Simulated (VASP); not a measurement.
# GaP (F-43m) in VASP: a series of runs

Runs on GaP. Level: LDA. Tasks: single point.

Everything below comes from runs of VASP 6.6.1. Logs are shortened: lines on timing, memory, paths and dates and some standing lists are left out, and cuts for length are marked.

## 1. The cell of the first run

The structure is cubic, space group F-43m (No. 216). The conventional cell has a = 5.451 Å, b = 5.451 Å, c = 5.451 Å, α = 90.00°, β = 90.00°, γ = 90.00°. Ga (site symmetry -43m) has 4 P at 2.36 Å within 3.1 Å. P (site symmetry -43m) has 4 Ga at 2.36 Å within 3.1 Å.

## 2. Single point, LDA

Contents of INCAR:

```
SYSTEM = GaP
ALGO     = Normal         ! electronic algorithm
EDIFF    = 1E-6           ! SCF threshold, eV
ENCUT    = 500            ! plane-wave cutoff, eV
GGA      = CA             ! functional
GGA_COMPAT= .False.      
ISIF     = 2              ! what is computed and relaxed
ISMEAR   = 0              ! smearing method
LASPH    = .True.         ! aspherical terms in the spheres
LCHARG   = .False.        ! write CHGCAR
LREAL    = .False.        ! projectors in reciprocal space
LWAVE    = .False.        ! write WAVECAR
NBANDS   = 16             ! bands
NELM     = 120            ! most SCF steps
PREC     = Accurate       ! precision mode
SIGMA    = 0.01           ! smearing width, eV
```

Contents of KPOINTS:

```
k-points
0
Gamma
  2 2 2
  0 0 0
```

Contents of POSCAR:

```
GaP
1.0
    3.8540860000      0.0000000000      0.0000000000
    1.9270430000      3.3377363844      0.0000000000
    1.9270430000      1.1125787948      3.1468480416
Ga P
1 1
Direct
    0.0000000000      0.0000000000      0.0000000000
    0.2500000000      0.2500000000      0.2500000000
```

Potentials or basis: VASP PAW LDA potentials, release 64 (Ga_d, P).

Launch:

```bash
cat potpaw_LDA.64/Ga_d/POTCAR potpaw_LDA.64/P/POTCAR > POTCAR
mpirun -np 1 vasp_std > vasp.out
```

OUTCAR:

```text
SYSTEM = GaP
   EDIFF = 1E-6
   ENCUT = 500
   GGA = CA
   ISIF = 2
   ISMEAR = 0
   LASPH = .True.
   LREAL = .False.
   NELM = 120
   PREC = Accurate

 ion  position               nearest neighbor table
   1  0.000  0.000  0.000-   2 2.36   2 2.36   2 2.36   2 2.36
   2  0.250  0.250  0.250-   1 2.36   1 2.36   1 2.36   1 2.36

  LATTYP: Found a face centered cubic cell.
 ALAT       =     5.4505006918

  Lattice vectors:

 A1 = (   3.8540860000,   0.0000000000,   0.0000000000)
 A2 = (   1.9270430000,   3.3377363844,   0.0000000000)
 A3 = (   1.9270430000,   1.1125787948,   3.1468480416)

Analysis of symmetry for initial positions (statically):
=====================================================================
 Subroutine PRICEL returns:
 Original cell was already a primitive cell.

 Routine SETGRP: Setting up the symmetry group for a
 face centered cubic supercell.

 Subroutine GETGRP returns: Found 24 space group operations
 (whereof 24 operations were pure point group operations)
 out of a pool of 48 trial point group operations.

The static configuration has the point symmetry T_d .

Analysis of symmetry for dynamics (positions and initial velocities):
=====================================================================
 Subroutine PRICEL returns:
 Original cell was already a primitive cell.

 Routine SETGRP: Setting up the symmetry group for a
 face centered cubic supercell.

 Subroutine GETGRP returns: Found 24 space group operations
 (whereof 24 operations were pure point group operations)
 out of a pool of 48 trial point group operations.

The dynamic configuration has the point symmetry T_d .

 Subroutine INISYM returns: Found 24 space group operations
 (whereof 24 operations are pure point group operations),
 and found     1 'primitive' translations

----------------------------------------------------------------------------------------

                                     Primitive cell

  volume of cell :      40.4808

  direct lattice vectors                    reciprocal lattice vectors
     3.854086000  0.000000000  0.000000000     0.259464890 -0.149802124 -0.105926098
     1.927043000  3.337736384  0.000000000     0.000000000  0.299604248 -0.105926098
     1.927043000  1.112578795  3.146848042     0.000000000  0.000000000  0.317778293

  length of vectors
     3.854086000  3.854086000  3.854086000     0.317778293  0.317778293  0.317778293

  position of ions in fractional coordinates (direct lattice)
     0.000000000  0.000000000  0.000000000
     0.250000000  0.250000000  0.250000000

  ion indices of the primitive-cell ions
   primitive index   ion index
                 1           1
                 2           2

----------------------------------------------------------------------------------------

 KPOINTS: k-points

Automatic generation of k-mesh.
 Grid dimensions read from file:
 generate k-points for:    2    2    2

 Generating k-lattice:

  Cartesian coordinates                     Fractional coordinates (reciprocal lattice)
     0.129732445 -0.074901062 -0.052963049     0.500000000  0.000000000  0.000000000
     0.000000000  0.149802124 -0.052963049     0.000000000  0.500000000  0.000000000
     0.000000000  0.000000000  0.158889147     0.000000000  0.000000000  0.500000000

  Length of vectors
     0.158889147  0.158889147  0.158889147

  Shift w.r.t. Gamma in fractional coordinates (k-lattice)
     0.000000000  0.000000000  0.000000000

 Subroutine IBZKPT returns following result:
 ===========================================

 Found      3 irreducible k-points:

 Following reciprocal coordinates:
            Coordinates               Weight
  0.000000  0.000000  0.000000      1.000000
  0.500000  0.000000  0.000000      4.000000
  0.500000  0.500000  0.000000      3.000000
   k-points           NKPTS =      3   k-points in BZ     NKDIM =      3   number of bands    NBANDS=     16
   number of dos      NEDOS =    301   number of ions     NIONS =      2
   total plane-waves  NPLWV =  21952
   dimension x,y,z NGX =    28 NGY =   28 NGZ =   28
   dimension x,y,z NGXF=    56 NGYF=   56 NGZF=   56
   ions per type =               1   1
   NGX,Y,Z   is equivalent  to a cutoff of  12.08, 12.08, 12.08 a.u.
   NGXF,Y,Z  is equivalent  to a cutoff of  24.16, 24.16, 24.16 a.u.
 SYSTEM =  GaP
   PREC   = accura    normal or accurate (medium, high low for compatibility)
   ISTART =      0    job   : 0-new  1-cont  2-samecut
   ICHARG =      2    charge: 1-file 2-atom 10-const
   ISPIN  =      1    spin polarized calculation?
   LNONCOLLINEAR =      F non collinear calculations
   LSORBIT =      F    spin-orbit coupling
   LASPH  =      T    aspherical Exc in radial PAW
   ENCUT  =  500.0 eV  36.75 Ry    6.06 a.u.   7.03  7.03  7.03*2*pi/ulx,y,z
   NELM   =    120;   NELMIN=  2; NELMDL= -5     # of ELM steps
   EDIFF  = 0.1E-05   stopping-criterion for ELM
   LREAL  =      F    real-space projection
   EDIFFG = 0.1E-04   stopping-criterion for IOM
   NSW    =      0    number of steps for IOM
   IBRION =     -1    ionic relax: 0-MD 1-quasi-New 2-CG
   NFREE  =      0    steps in history (QN), initial steepest desc. (CG)
   ISIF   =      2    stress and relaxation
   ISYM   =      2    0-nonsym 1-usesym 2-fastsym
   POTIM  = 0.5000    time-step for ionic-motion
   TEBEG  =    0.0;   TEEND  =   0.0 temperature during run
   PSTRESS=    0.0 pullay stress
   NELECT =      18.0000    total number of electrons
   NUPDOWN=      -1.0000    fix difference up-down
   EMIN   =  10.00;   EMAX   =-10.00  energy-range for DOS
   EFERMI =   0.00;   METHOD = LEGACY
   ISMEAR =     0;   SIGMA  =   0.01  broadening in eV -4-tet -1-fermi 0-gaus
   EFERMI_NEDOS =   21; number of points for ismear=-14 and -15
   IALGO  =     38    algorithm
   IMIX   =      4    mixing-type and parameters
     AMIX     =   0.40;   BMIX     =  1.00
     AMIX_MAG =   1.60;   BMIX_MAG =  1.00
  volume/ion in A,a.u.               =      20.24       136.59
  Fermi-wavevector in a.u.,A,eV,Ry     =   1.249537  2.361283 21.243371  1.561344
  Thomas-Fermi vector in A             =   2.383573
   LORBIT       =      0    0 simple, 1 ext, 2 COOP (PROOUT), +10 PAW based schemes
   GGA     = CA    functional components
   LHFCALC =     F    Hartree Fock is set to
   AEXX    =    0.0000 exact exchange contribution
   IVDW    =     0    specifies the selected vdW correction
   LEPSILON=     F    determine dielectric tensor
   LRPA    =     F    only Hartree local field effects (RPA)
 non-spin polarized calculation
 Gauss-broadening in eV      SIGMA  =   0.01
  energy-cutoff  :      500.00
  volume of cell :       40.48
 maximum number of plane-waves:      1056
 NGX is ok and might be reduce to    28
   NGX = 13   NGY = 13   NGZ = 13

 number of electron      18.0000016 magnetization

 Free energy of the ion-electron system (eV)
  ---------------------------------------------------
  ext. energy  EPLUGINS =         0.00000000
  ---------------------------------------------------
  free energy    TOTEN  =        -8.11285822 eV

  energy without entropy =       -8.11285822  energy(sigma->0) =       -8.11285822

 E-fermi :   4.9406     XC(G=0): -10.0602

 val. band max:        4.8858131667   @ k =   0.0000   0.0000   0.0000
 cond. band min:       6.0800746679   @ k =   0.5000   0.5000   0.0000
 fundamental gap:      1.1942615012
 Fermi energy:         4.9406452056

 k-point     1 :       0.0000    0.0000    0.0000
  band No.  band energies     occupation
      1     -10.2188      2.00000
      2     -10.2188      2.00000
      3     -10.2188      2.00000
      4     -10.1331      2.00000
      5     -10.1331      2.00000
      6      -7.7166      2.00000
[... 8 lines left out ...]
     15      14.4793      0.00000
     16      14.4793      0.00000

 k-point     2 :       0.5000    0.0000    0.0000
  band No.  band energies     occupation
      1     -10.2807      2.00000
      2     -10.1965      2.00000
      3     -10.1965      2.00000
      4     -10.1249      2.00000
      5     -10.1249      2.00000
      6      -5.5764      2.00000
[... 8 lines left out ...]
     15      16.3874      0.00000
     16      16.3874      0.00000

 k-point     3 :       0.5000    0.5000    0.0000
  band No.  band energies     occupation
      1     -10.3149      2.00000
      2     -10.1674      2.00000
      3     -10.1568      2.00000
      4     -10.1568      2.00000
      5     -10.1120      2.00000
      6      -4.5970      2.00000
[... 8 lines left out ...]
     15      17.1923      0.00000
     16      17.6812      0.00000

------------------------ aborting loop because EDIFF is reached ----------------------------------------

  FORCE on cell =-STRESS in cart. coord.  units (eV):
  Direction    XX          YY          ZZ          XY          YZ          ZX
  --------------------------------------------------------------------------------------
  -------------------------------------------------------------------------------------
  Total        1.0124857      1.0124857      1.0124857     -0.0000000     -0.0000000     -0.0000000
  in kB       40.0728553     40.0728553     40.0728553     -0.0000000     -0.0000000     -0.0000000
  external PRESSURE =      40.0728553 kB  Pullay stress =       0.0000000 kB

 VOLUME and BASIS-vectors are now :
 -----------------------------------------------------------------------------
  energy-cutoff  :      500.00
  volume of cell :       40.48
      direct lattice vectors                 reciprocal lattice vectors
     3.854086000  0.000000000  0.000000000     0.259464890 -0.149802124 -0.105926098
     1.927043000  3.337736384  0.000000000     0.000000000  0.299604248 -0.105926098
     1.927043000  1.112578795  3.146848042     0.000000000  0.000000000  0.317778293

 POSITION                                       TOTAL-FORCE (eV/Angst)
 -----------------------------------------------------------------------------------
      0.00000      0.00000      0.00000        -0.000000      0.000000     -0.000000
      1.92704      1.11258      0.78671         0.000000     -0.000000      0.000000
 -----------------------------------------------------------------------------------
    total drift:                                0.000001      0.000000      0.000000

  FREE ENERGIE OF THE ION-ELECTRON SYSTEM (eV)
  ---------------------------------------------------
  free  energy   TOTEN  =        -8.1128582224 eV

  energy  without entropy=       -8.1128582224  energy(sigma->0) =       -8.11285822
```

Run time: 6.1 s. Hardware: 1 thread of Intel Xeon 8259CL, shared host; peak memory 0.13 GiB.

Results:

| Quantity | Value |
| --- | --- |
| Free energy | -8.1129 eV |
| Pressure | 4.0 GPa |
| Band gap on the k mesh | 1.19 eV, indirect (least direct gap 1.52 eV) |

Levels at points of the mesh, in eV from the valence-band top:
| k point | band 5 | band 6 | band 7 | band 8 | band 9 | band 10 | band 11 | band 12 | band 13 | band 14 |
| --- | --- | --- | --- | --- | --- | --- | --- | --- | --- | --- |
| (0.00, 0.00, 0.00) | -15.02 | -12.60 | 0.00 | 0.00 | 0.00 | 1.52 | 3.52 | 3.52 | 3.52 | 8.17 |
| (0.50, 0.00, 0.00) | -15.01 | -10.46 | -6.91 | -1.18 | -1.18 | 1.32 | 4.37 | 4.37 | 7.77 | 10.53 |
| (0.50, 0.50, 0.00) | -15.00 | -9.48 | -7.06 | -2.82 | -2.82 | 1.19 | 1.44 | 10.30 | 10.30 | 10.93 |

Caveat: the k points lie up to 1.00 Å⁻¹ apart. A hybrid or GW would open this gap; LDA tends to underestimate it.

## 3. Single point, LDA

Contents of INCAR:

```
  PREC = Accurate
  ENCUT = 500
  EDIFF = 1E-6
  ISMEAR = 0
  SIGMA = 0.01
  LREAL = F
  LASPH = T
  NELM = 120
  ALGO = Normal
  ISIF = 2
  LWAVE = F
  LCHARG = F
  NBANDS = 16
  GGA_COMPAT = F
```

Contents of KPOINTS:

```
Automatic mesh
0
Gamma
  4 4 4
```

POSCAR is that of step 2.

Potentials or basis: VASP PAW LDA potentials, release 64 (Ga_d, P).

Launch:

```bash
cat potpaw_LDA.64/Ga_d/POTCAR potpaw_LDA.64/P/POTCAR > POTCAR
mpirun -np 1 vasp_std > vasp.out
```

It took 9.9 s on 1 thread of Intel Xeon 8259CL, shared host; peak memory 0.13 GiB.

It converged, with:

| Item | Value |
| --- | --- |
| Free energy | -10.2890 eV |
| Pressure | -2.3 GPa |
| Band gap on the k mesh | 1.46 eV, indirect (least direct gap 1.62 eV) |

Levels at points of the mesh, in eV from the valence-band top:
| k point | band 5 | band 6 | band 7 | band 8 | band 9 | band 10 | band 11 | band 12 | band 13 | band 14 |
| --- | --- | --- | --- | --- | --- | --- | --- | --- | --- | --- |
| (0.00, 0.00, 0.00) | -14.66 | -12.52 | 0.00 | 0.00 | 0.00 | 1.62 | 3.76 | 3.76 | 3.76 | 8.45 |
| (0.50, 0.00, 0.00) | -14.65 | -10.43 | -6.74 | -1.14 | -1.14 | 1.49 | 4.60 | 4.60 | 8.01 | 10.62 |
| (0.50, 0.50, 0.00) | -14.64 | -9.50 | -6.87 | -2.72 | -2.72 | 1.46 | 1.65 | 10.43 | 10.43 | 10.96 |

Caveat: the k points lie up to 0.50 Å⁻¹ apart. A k mesh can miss the band edges.
